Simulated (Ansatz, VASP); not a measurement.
# CdTe in VASP and in Ansatz

Contents of INCAR:

```
SYSTEM = CdTe
ALGO = Normal
EDIFF = 1E-7
ENCUT = 520
GGA = PS
ISIF = 2
ISMEAR = 0
LASPH = .TRUE.
LCHARG = .TRUE.
LELF = .TRUE.
LREAL = .FALSE.
LVHAR = .TRUE.
LWAVE = .FALSE.
NBANDS = 16
NELM = 100
PREC = Accurate
SIGMA = 0.1
```

File KPOINTS:

```
k-points
0
G
  6 6 6
  0 0 0
```

POSCAR

```
CdTe
1.0
    0.0000000000      3.2050000000      3.2050000000
    3.2050000000      0.0000000000      3.2050000000
    3.2050000000      3.2050000000      0.0000000000
Cd Te
1 1
Direct
    0.0000000000      0.0000000000      0.0000000000
    0.2500000000      0.2500000000      0.2500000000
```

Input for Ansatz:

```yaml
crystal:
  lattice:
    - [0.0, 3.205, 3.205]
    - [3.205, 0.0, 3.205]
    - [3.205, 3.205, 0.0]
  atoms:
    - { symbol: Cd, position: [0.0, 0.0, 0.0] }
    - { symbol: Te, position: [0.25, 0.25, 0.25] }
basis:
  ecutwfc: 420
kpoints:
  mp_grid: { grid: [6, 6, 6] }
hamiltonian:
  xc: pbesol
scf:
  occupations: { method: gaussian, width: 0.1 }
output:
  forces: true
  stress: true
  eigenvalues: true
```

Alike in both runs: task single point; functional PBEsol; k mesh 6 × 6 × 6; occupations gaussian, width 0.1 eV; no spin polarisation.

|  | VASP | Ansatz |
| --- | --- | --- |
| version | VASP 6.6.1 | Ansatz 0.2.0 |
| potentials or method | VASP PAW PBE potentials, release 64 (Cd, Te), cutoff 520 eV | scalar-relativistic, plane waves, PAW |
| valence electrons in the cell | 18 | 36 |

|  | VASP | Ansatz | Ansatz less VASP |
| --- | --- | --- | --- |
| gap on the k mesh at the Fermi level (eV) | 0.76 | 0.76 | -0.004 |
| least direct gap on the mesh (eV) | 0.76 | 0.76 | -0.004 |
| pressure (GPa) | 1.9 | 1.7 | -0.19 |

VASP's potentials were made for PBE, not for PBEsol. VASP's potentials hold 18 valence electrons a cell and Ansatz's 36, so a difference there can come from the potentials and not from the codes.

Neither program's run includes spin-orbit coupling.
